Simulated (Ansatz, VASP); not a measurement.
# Two plane-wave programs on Pt

```xyz
1
Lattice="-1.5814 1.5814 1.5814 1.5814 -1.5814 1.5814 1.5814 1.5814 -1.5814" Properties=species:S:1:pos:R:3 pbc="T T T"
Pt    0.0000    0.0000    0.0000
```

Alike in both runs: functional PBE; k mesh 18 × 18 × 18; occupations gaussian, width 0.1 eV; no spin polarisation.

Ansatz relaxed the structure, and its values are those at the end. VASP's run is a single point on that final structure, the one shown.

|  | VASP | Ansatz |
| --- | --- | --- |
| version | VASP 6.6.1 | Ansatz 0.2.0 |
| potentials or method | VASP PAW PBE potentials, release 64 (Pt), cutoff 500 eV | scalar-relativistic, plane waves, PAW |
| valence electrons in the cell | 10 | 18 |

```csv
,VASP,Ansatz,Ansatz less VASP
gap on the k mesh at the Fermi level (eV),none,none,-
pressure (GPa),-0.4,0.0,+0.44
```

A gap of «none» marks a metal or a gap that the smearing closes. VASP's potentials hold 10 valence electrons a cell and Ansatz's 18, so a difference there can come from the potentials and not from the codes.

Spin-orbit coupling is off throughout.
